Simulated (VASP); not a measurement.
A run of VASP 6.6.1 is set up as follows.

INCAR

```
SYSTEM = CO2
PREC     = Accurate       ! precision mode
ENCUT    = 600            ! plane-wave cutoff, eV
EDIFF    = 1E-6           ! SCF threshold, eV
ISMEAR   = -1             ! smearing method
SIGMA    = 0.05           ! smearing width, eV
LREAL    = .False.        ! projectors in reciprocal space
LASPH    = .True.         ! aspherical terms in the spheres
NELM     = 80             ! most SCF steps
ALGO     = Normal         ! electronic algorithm
ISIF     = 3              ! what is computed and relaxed
LWAVE    = .False.        ! write WAVECAR
LCHARG   = .False.        ! write CHGCAR
GGA      = PS             ! functional
IBRION   = 2              ! ionic algorithm
NSW      = 60             ! ionic steps
EDIFFG   = -0.01          ! ionic threshold
PSTRESS  = 200.0
```

KPOINTS

```
regular mesh
0
Gamma
  9 9 9
  0 0 0
```

POSCAR

```
CO2
1.0
   -1.9747270000      1.9747270000      3.0140580000
    1.9747270000     -1.9747270000      3.0140580000
    1.9747270000      1.9747270000     -3.0140580000
O C
4 2
Direct
    0.8750000000      0.9597980000      0.5847980000
    0.3750000000      0.2902020000      0.4152020000
    0.0402020000      0.6250000000      0.9152020000
    0.7097980000      0.1250000000      0.0847980000
    0.0000000000      0.0000000000      0.0000000000
    0.7500000000      0.2500000000      0.5000000000
```

Potentials or basis: VASP PAW PBE potentials, release 64 (O, C).

Run with:

```sh
$ cat potpaw_PBE.64/O/POTCAR potpaw_PBE.64/C/POTCAR > POTCAR
$ mpirun -np 1 vasp_std > vasp.out
```

(1) What does it give for the relaxed cell?

(2) Estimate the band gap on the k mesh.

Results:

(1) a = 3.951 Å, b = 3.951 Å, c = 3.951 Å, α = 123.93°, β = 123.93°, γ = 83.31°.

(2) 7.54 eV (least direct gap 7.79 eV).

Caveat: the cell is relaxed towards a set pressure, so the run minimises the enthalpy, not the energy.
